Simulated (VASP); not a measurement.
# Cu (I4/mmm) in VASP: further runs

Runs on Cu. Level: LDA. Tasks: single point.

All numbers are computed with VASP 6.6.1; they aren't measurements. Logs are shortened: lines on timing, memory, paths and dates and some standing lists are left out, and cuts for length are marked.

### 1 The cell of the first run

Symmetry: I4/mmm, No. 139, tetragonal system. Conventional cell: a = 2.778 Å, b = 2.778 Å, c = 2.945 Å, α = 90.00°, β = 90.00°, γ = 90.00°. Cu (site symmetry 4/mmm) has 14 Cu at 2.46 to 2.94 Å within 3.2 Å.

### 2 Single point, LDA (11.37 Å³/atom)

INCAR

```
  PREC = Accurate
  ENCUT = 820
  EDIFF = 1E-6
  ISMEAR = 0
  SIGMA = 0.15
  LREAL = F
  LASPH = T
  NELM = 120
  ALGO = Normal
  ISIF = 2
  LWAVE = F
  LCHARG = F
  NBANDS = 16
  GGA_COMPAT = F
```

KPOINTS

```
Automatic mesh
0
Gamma
  24 24 24
```

POSCAR

```
Cu
1.0
   -1.3892284186      1.3892284186      1.4724432009
    1.3892284186     -1.3892284186      1.4724432009
    1.3892284186      1.3892284186     -1.4724432009
Cu
1
Direct
    0.0000000000      0.0000000000      0.0000000000
```

Potentials or basis: VASP PAW LDA potentials, release 64 (Cu_sv_GW).

Started as:

```sh
$ cat potpaw_LDA.64/Cu_sv_GW/POTCAR > POTCAR
$ mpirun -np 1 vasp_std > vasp.out
```

OUTCAR:

```text
PREC = Accurate
   ENCUT = 820
   EDIFF = 1E-6
   ISMEAR = 0
   LREAL = F
   LASPH = T
   NELM = 120
   ISIF = 2

 ion  position               nearest neighbor table
   1  0.000  0.000  0.000-

  LATTYP: Found a body centered tetragonal cell.
 ALAT       =     2.7784568372
 C/A-ratio  =     1.0599000000

  Lattice vectors:

 A1 = (  -1.3892284186,   1.3892284186,   1.4724432009)
 A2 = (   1.3892284186,  -1.3892284186,   1.4724432009)
 A3 = (   1.3892284186,   1.3892284186,  -1.4724432009)

Analysis of symmetry for initial positions (statically):
=====================================================================
 Subroutine PRICEL returns:
 Original cell was already a primitive cell.

 Routine SETGRP: Setting up the symmetry group for a
 body centered tetragonal supercell.

 Subroutine GETGRP returns: Found 16 space group operations
 (whereof 16 operations were pure point group operations)
 out of a pool of 16 trial point group operations.

The static configuration has the point symmetry D_4h.

Analysis of symmetry for dynamics (positions and initial velocities):
=====================================================================
 Subroutine PRICEL returns:
 Original cell was already a primitive cell.

 Routine SETGRP: Setting up the symmetry group for a
 body centered tetragonal supercell.

 Subroutine GETGRP returns: Found 16 space group operations
 (whereof 16 operations were pure point group operations)
 out of a pool of 16 trial point group operations.

The dynamic configuration has the point symmetry D_4h.

 Subroutine INISYM returns: Found 16 space group operations
 (whereof 16 operations are pure point group operations),
 and found     1 'primitive' translations

----------------------------------------------------------------------------------------

                                     Primitive cell

  volume of cell :      11.3670

  direct lattice vectors                    reciprocal lattice vectors
    -1.389228419  1.389228419  1.472443201     0.000000000  0.359912015  0.339571672
     1.389228419 -1.389228419  1.472443201     0.359912015  0.000000000  0.339571672
     1.389228419  1.389228419 -1.472443201     0.359912015  0.359912015  0.000000000

  length of vectors
     2.455198603  2.455198603  2.455198603     0.494818734  0.494818734  0.508992453

  position of ions in fractional coordinates (direct lattice)
     0.000000000  0.000000000  0.000000000

  ion indices of the primitive-cell ions
   primitive index   ion index
                 1           1

----------------------------------------------------------------------------------------

 KPOINTS: Automatic mesh

Automatic generation of k-mesh.
 Grid dimensions read from file:
 generate k-points for:   24   24   24

 Generating k-lattice:

  Cartesian coordinates                     Fractional coordinates (reciprocal lattice)
     0.000000000  0.014996334  0.014148820     0.041666667  0.000000000 -0.000000000
     0.014996334  0.000000000  0.014148820     0.000000000  0.041666667 -0.000000000
     0.014996334  0.014996334  0.000000000     0.000000000  0.000000000  0.041666667

  Length of vectors
     0.020617447  0.020617447  0.021208019

  Shift w.r.t. Gamma in fractional coordinates (k-lattice)
     0.000000000  0.000000000  0.000000000

 Subroutine IBZKPT returns following result:
 ===========================================

 Found   1063 irreducible k-points:

 Following reciprocal coordinates:
            Coordinates               Weight
  0.000000  0.000000  0.000000      1.000000
  0.041667  0.000000  0.000000      8.000000
  0.083333  0.000000  0.000000      8.000000
  0.125000  0.000000  0.000000      8.000000
  0.166667  0.000000  0.000000      8.000000
  0.208333 -0.000000  0.000000      8.000000
[... 16 lines left out ...]
  0.416667  0.041667  0.000000     16.000000
  0.458333  0.041667  0.000000     16.000000
 [... further k-points ...]
   k-points           NKPTS =   1063   k-points in BZ     NKDIM =   1063   number of bands    NBANDS=     16
   number of dos      NEDOS =    301   number of ions     NIONS =      1
   total plane-waves  NPLWV =  13824
   dimension x,y,z NGX =    24 NGY =   24 NGZ =   24
   dimension x,y,z NGXF=    48 NGYF=   48 NGZF=   48
   ions per type =               1
   NGX,Y,Z   is equivalent  to a cutoff of  16.25, 16.25, 16.25 a.u.
   NGXF,Y,Z  is equivalent  to a cutoff of  32.50, 32.50, 32.50 a.u.
 SYSTEM =  unknown system
   PREC   = accura    normal or accurate (medium, high low for compatibility)
   ISTART =      0    job   : 0-new  1-cont  2-samecut
   ICHARG =      2    charge: 1-file 2-atom 10-const
   ISPIN  =      1    spin polarized calculation?
   LNONCOLLINEAR =      F non collinear calculations
   LSORBIT =      F    spin-orbit coupling
   LASPH  =      T    aspherical Exc in radial PAW
   ENCUT  =  820.0 eV  60.27 Ry    7.76 a.u.   5.73  5.73  5.73*2*pi/ulx,y,z
   NELM   =    120;   NELMIN=  2; NELMDL= -5     # of ELM steps
   EDIFF  = 0.1E-05   stopping-criterion for ELM
   LREAL  =      F    real-space projection
   EDIFFG = 0.1E-04   stopping-criterion for IOM
   NSW    =      0    number of steps for IOM
   IBRION =     -1    ionic relax: 0-MD 1-quasi-New 2-CG
   NFREE  =      0    steps in history (QN), initial steepest desc. (CG)
   ISIF   =      2    stress and relaxation
   ISYM   =      2    0-nonsym 1-usesym 2-fastsym
   POTIM  = 0.5000    time-step for ionic-motion
   TEBEG  =    0.0;   TEEND  =   0.0 temperature during run
   PSTRESS=    0.0 pullay stress
   NELECT =      19.0000    total number of electrons
   NUPDOWN=      -1.0000    fix difference up-down
   EMIN   =  10.00;   EMAX   =-10.00  energy-range for DOS
   EFERMI =   0.00;   METHOD = LEGACY
   ISMEAR =     0;   SIGMA  =   0.15  broadening in eV -4-tet -1-fermi 0-gaus
   EFERMI_NEDOS =   21; number of points for ismear=-14 and -15
   IALGO  =     38    algorithm
   IMIX   =      4    mixing-type and parameters
     AMIX     =   0.40;   BMIX     =  1.00
     AMIX_MAG =   1.60;   BMIX_MAG =  1.00
  volume/ion in A,a.u.               =      11.37        76.71
  Fermi-wavevector in a.u.,A,eV,Ry     =   1.942872  3.671495 51.358587  3.774750
  Thomas-Fermi vector in A             =   2.972186
   LORBIT       =      0    0 simple, 1 ext, 2 COOP (PROOUT), +10 PAW based schemes
   GGA     = CA    functional components
   LHFCALC =     F    Hartree Fock is set to
   AEXX    =    0.0000 exact exchange contribution
   IVDW    =     0    specifies the selected vdW correction
   LEPSILON=     F    determine dielectric tensor
   LRPA    =     F    only Hartree local field effects (RPA)
 non-spin polarized calculation
 Gauss-broadening in eV      SIGMA  =   0.15
  energy-cutoff  :      820.00
  volume of cell :       11.37
 maximum number of plane-waves:       631
   NGX = 11   NGY = 11   NGZ = 11

 number of electron      18.9999999 magnetization

 Free energy of the ion-electron system (eV)
  ---------------------------------------------------
  ext. energy  EPLUGINS =         0.00000000
  ---------------------------------------------------
  free energy    TOTEN  =        -4.81506389 eV

  energy without entropy =       -4.81086446  energy(sigma->0) =       -4.81296417

 E-fermi :   7.6851     XC(G=0): -14.0729

 val. band max:        7.6820631616   @ k =   0.2500   0.1250   0.1250
 cond. band min:       7.6906592387   @ k =   0.2083   0.1667   0.1250
 fundamental gap:      0.0085960771
 Fermi energy:         7.6850659296

 k-point     1 :       0.0000    0.0000    0.0000
  band No.  band energies     occupation
      1    -103.9257      2.00000
      2     -61.8125      2.00000
      3     -61.8125      2.00000
      4     -61.8098      2.00000
      5      -2.0223      2.00000
      6       4.3522      2.00000
[... 8 lines left out ...]
     15      36.6976      0.00000
     16      37.3903      0.00000

 k-point     2 :       0.0417    0.0000    0.0000
  band No.  band energies     occupation
      1    -103.9251      2.00000
      2     -61.8138      2.00000
      3     -61.8130      2.00000
      4     -61.8101      2.00000
      5      -1.9545      2.00000
      6       4.3525      2.00000
[... 8 lines left out ...]
     15      36.2641      0.00000
     16      36.3503      0.00000

 k-point     3 :       0.0833    0.0000    0.0000
  band No.  band energies     occupation
      1    -103.9241      2.00000
      2     -61.8201      2.00000
      3     -61.8152      2.00000
      4     -61.8104      2.00000
      5      -1.7525      2.00000
      6       4.3518      2.00000
[... 8 lines left out ...]
     15      35.0215      0.00000
     16      35.4877      0.00000

 k-point     4 :       0.1250    0.0000    0.0000
  band No.  band energies     occupation
      1    -103.9225      2.00000
      2     -61.8306      2.00000
      3     -61.8188      2.00000
      4     -61.8104      2.00000
      5      -1.4204      2.00000
      6       4.3348      2.00000
[... 8 lines left out ...]
     15      34.3581      0.00000
     16      35.1338      0.00000

 k-point     5 :       0.1667    0.0000    0.0000
  band No.  band energies     occupation
      1    -103.9204      2.00000
      2     -61.8442      2.00000
      3     -61.8235      2.00000
      4     -61.8102      2.00000
      5      -0.9667      2.00000
      6       4.2735      2.00000
[... 8 lines left out ...]
     15      33.9991      0.00000
     16      35.3916      0.00000

 k-point     6 :       0.2083   -0.0000    0.0000
  band No.  band energies     occupation
      1    -103.9181      2.00000
      2     -61.8605      2.00000
      3     -61.8289      2.00000
      4     -61.8101      2.00000
      5      -0.4062      2.00000
      6       4.1933      2.00000
[... 8 lines left out ...]
     15      33.6554      0.00000
     16      35.9761      0.00000

 k-point     7 :       0.2500    0.0000    0.0000
  band No.  band energies     occupation
      1    -103.9156      2.00000
      2     -61.8778      2.00000
      3     -61.8347      2.00000
      4     -61.8099      2.00000
      5       0.2342      2.00000
      6       4.1045      2.00000
[... 8 lines left out ...]
     15      33.3933      0.00000
     16      36.7361      0.00000

 k-point     8 :       0.2917    0.0000    0.0000
  band No.  band energies     occupation
      1    -103.9131      2.00000
      2     -61.8952      2.00000
      3     -61.8406      2.00000
      4     -61.8096      2.00000
      5       0.9044      2.00000
      6       4.0150      2.00000
[... 8 lines left out ...]
     15      33.2125      0.00000
     16      37.6052      0.00000

 k-point     9 :       0.3333    0.0000    0.0000
  band No.  band energies     occupation
      1    -103.9107      2.00000
      2     -61.9112      2.00000
      3     -61.8459      2.00000
      4     -61.8093      2.00000
      5       1.5169      2.00000
      6       3.9318      2.00000
[... 8 lines left out ...]
     15      33.0997      0.00000
     16      38.5135      0.00000
[... 172 lines left out ...]
 k-point    19 :       0.2500    0.0417    0.0000
  band No.  band energies     occupation
      1    -103.9142      2.00000
      2     -61.8867      2.00000
      3     -61.8376      2.00000
      4     -61.8104      2.00000
      5       0.5964      2.00000
      6       4.0604      2.00000
[... 8 lines left out ...]
     15      34.1447      0.00000
     16      37.4440      0.00000

 k-point    20 :       0.2917    0.0417    0.0000
  band No.  band energies     occupation
      1    -103.9118      2.00000
      2     -61.9031      2.00000
      3     -61.8435      2.00000
      4     -61.8101      2.00000
      5       1.2506      2.00000
      6       3.9751      2.00000
[... 8 lines left out ...]
     15      33.8830      0.00000
     16      38.5396      0.00000

 k-point    21 :       0.3333    0.0417    0.0000
  band No.  band energies     occupation
      1    -103.9096      2.00000
      2     -61.9180      2.00000
      3     -61.8488      2.00000
      4     -61.8099      2.00000
      5       1.7944      2.00000
      6       3.8983      2.00000
[... 8 lines left out ...]
     15      33.7078      0.00000
     16      39.7604      0.00000

 k-point    22 :       0.3750    0.0417   -0.0000
  band No.  band energies     occupation
      1    -103.9078      2.00000
      2     -61.9301      2.00000
      3     -61.8530      2.00000
      4     -61.8098      2.00000
      5       2.1431      2.00000
      6       3.8356      2.00000
[... 8 lines left out ...]
     15      33.5955      0.00000
     16      40.7292      0.00000

 k-point    23 :       0.4167    0.0417    0.0000
  band No.  band energies     occupation
      1    -103.9065      2.00000
      2     -61.9386      2.00000
      3     -61.8559      2.00000
      4     -61.8097      2.00000
      5       2.3144      2.00000
      6       3.7910      2.00000
[... 8 lines left out ...]
     15      33.5239      0.00000
     16      40.6329      0.00000

 k-point    24 :       0.4583    0.0417    0.0000
  band No.  band energies     occupation
      1    -103.9058      2.00000
      2     -61.9431      2.00000
      3     -61.8574      2.00000
      4     -61.8098      2.00000
      5       2.3788      2.00000
      6       3.7675      2.00000
[... 8 lines left out ...]
     15      33.4758      0.00000
     16      40.3408      0.00000

 [... further k-points ...]

------------------------ aborting loop because EDIFF is reached ----------------------------------------

  FORCE on cell =-STRESS in cart. coord.  units (eV):
  Direction    XX          YY          ZZ          XY          YZ          ZX
  --------------------------------------------------------------------------------------
  -------------------------------------------------------------------------------------
  Total       -0.5407772     -0.5407772     -0.4606184      0.0000000      0.0000000      0.0000000
  in kB      -76.2224859    -76.2224859    -64.9241106      0.0000000      0.0000000      0.0000000
  external PRESSURE =     -72.4563608 kB  Pullay stress =       0.0000000 kB

 VOLUME and BASIS-vectors are now :
 -----------------------------------------------------------------------------
  energy-cutoff  :      820.00
  volume of cell :       11.37
      direct lattice vectors                 reciprocal lattice vectors
    -1.389228419  1.389228419  1.472443201     0.000000000  0.359912015  0.339571672
     1.389228419 -1.389228419  1.472443201     0.359912015  0.000000000  0.339571672
     1.389228419  1.389228419 -1.472443201     0.359912015  0.359912015  0.000000000

 POSITION                                       TOTAL-FORCE (eV/Angst)
 -----------------------------------------------------------------------------------
      0.00000      0.00000      0.00000        -0.000000     -0.000000     -0.000000
 -----------------------------------------------------------------------------------
    total drift:                                0.000000      0.000000     -0.000000

  FREE ENERGIE OF THE ION-ELECTRON SYSTEM (eV)
  ---------------------------------------------------
  free  energy   TOTEN  =        -4.8150638928 eV

  energy  without entropy=       -4.8108644565  energy(sigma->0) =       -4.81296417
```

It took 2.8 min on 1 thread of Intel Xeon 6975P-C (Granite Rapids), shared host; peak memory 0.53 GiB.

Results:

```
Free energy            : -4.8151 eV
Pressure               : -7.2 GPa
Band gap on the k mesh : zero (an odd number of electrons rules out a gap without spin polarisation)
```

Stress tensor (GPa, compression positive):
```
-7.62  0.00  0.00
 0.00 -7.62  0.00
 0.00  0.00 -6.49
```

Caveat: the cell stands under tension.

### 3 Single point, LDA (10.27 Å³/atom)

This run uses another cell than the first one, of 10.27 Å³/atom.

INCAR

```
SYSTEM = Cu
PREC = Accurate
ENCUT = 820
EDIFF = 1E-6
ISMEAR = 0
SIGMA = 0.15
LREAL = .False.
LASPH = .True.
NELM = 120
ALGO = Normal
ISIF = 2
LWAVE = .False.
LCHARG = .False.
NBANDS = 16
GGA_COMPAT = .False.
```

KPOINTS

```
Automatic mesh
0
Gamma
  24 24 24
  0 0 0
```

POSCAR

```
Cu
1.0
   -1.3842776683      1.3842776683      1.3403960662
    1.3842776683     -1.3842776683      1.3403960662
    1.3842776683      1.3842776683     -1.3403960662
Cu
1
Direct
    0.0000000000      0.0000000000      0.0000000000
```

Potentials or basis: VASP PAW LDA potentials, release 64 (Cu_sv_GW).

Started as:

```sh
$ cat potpaw_LDA.64/Cu_sv_GW/POTCAR > POTCAR
$ mpirun -np 1 vasp_std > vasp.out
```

Wall time 3.5 min (1 thread of Intel Xeon Platinum 8259CL at 2.50GHz (Skylake/Cascade Lake), shared host); peak memory 0.5 GiB.

The run converged. Its results:

* Free energy: -4.7925 eV
* Pressure: 12.6 GPa
* Band gap on the k mesh: zero (an odd number of electrons rules out a gap without spin polarisation)

Levels at points of the mesh, in eV from the Fermi level:
```tsv
k point	band 6	band 7	band 8	band 9	band 10	band 11	band 12	band 13	band 14	band 15
(0.00, 0.00, 0.00)	-3.75	-3.59	-3.59	-2.46	-2.29	26.17	26.17	27.02	30.77	31.36
(0.50, 0.00, 0.00)	-4.61	-2.40	-2.17	-1.45	-0.93	5.23	18.33	18.82	22.84	26.45
(0.50, 0.50, 0.00)	-4.41	-2.54	-2.27	-1.47	-1.20	4.85	19.21	19.87	23.66	27.19
(0.50, 0.50, 0.50)	-5.55	-1.68	-1.68	-1.64	8.27	8.27	9.61	14.45	15.02	18.47
```

Caveat: the cell stands under pressure.

(Part 1 of 2 ends here.)
